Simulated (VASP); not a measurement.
Set up this calculation in VASP 6.6.1, as the native input.

```yaml
Task: single point
Functional: PBEsol
Potentials_or_basis: VASP PAW PBE potentials, release 64 (Mg, O)
Cutoff: 600 eV
k_mesh: 7 × 7 × 7
Occupations: fermi-dirac, width 0.05 eV
Spin: no spin polarisation
Dipole_correction: no
Further_INCAR_settings: ALGO = Normal; EDIFF = 1e-06; NBANDS = 11
```

The structure of MgO lies in POSCAR:

```
MgO
1.0
    2.9714104607      0.0000000000      0.0000000000
   -1.4857047247      2.5733171232      0.0000000000
    0.0000000000      0.0000000000      2.6197957323
Mg O
1 1
Direct
    0.0000000000      0.0000000000      0.0000000000
    0.3333333333      0.6666666667      0.5000000000
```

The input as run:

INCAR

```
PREC = Accurate ; ENCUT = 600
EDIFF = 1E-6 ; ISMEAR = -1
SIGMA = 0.05 ; LREAL = F
LASPH = T ; NELM = 120
ALGO = Normal ; ISIF = 2
LWAVE = F ; LCHARG = T
GGA = PS ; LELF = T
LVHAR = T ; NBANDS = 11
GGA_COMPAT = F
```

KPOINTS

```
Automatic mesh
0
Gamma
  7 7 7
```

Potentials or basis: VASP PAW PBE potentials, release 64 (Mg, O).

Launch:

```console
$ cat potpaw_PBE.64/Mg/POTCAR potpaw_PBE.64/O/POTCAR > POTCAR
$ mpirun -np 1 vasp_std > vasp.out
```

It gave:

```json
{
  "Pressure": "-3.6 GPa",
  "Band gap on the k mesh": "2.71 eV, indirect (least direct gap 3.04 eV)"
}
```

Caveat: the PAW data sets were made with another functional, which shifts forces and pressure a little.

Wall time 3.6 s on 1 thread of Intel(R) Xeon(R) 6975P-C (Granite Rapids), on a shared host, peak memory 0.14 GiB.
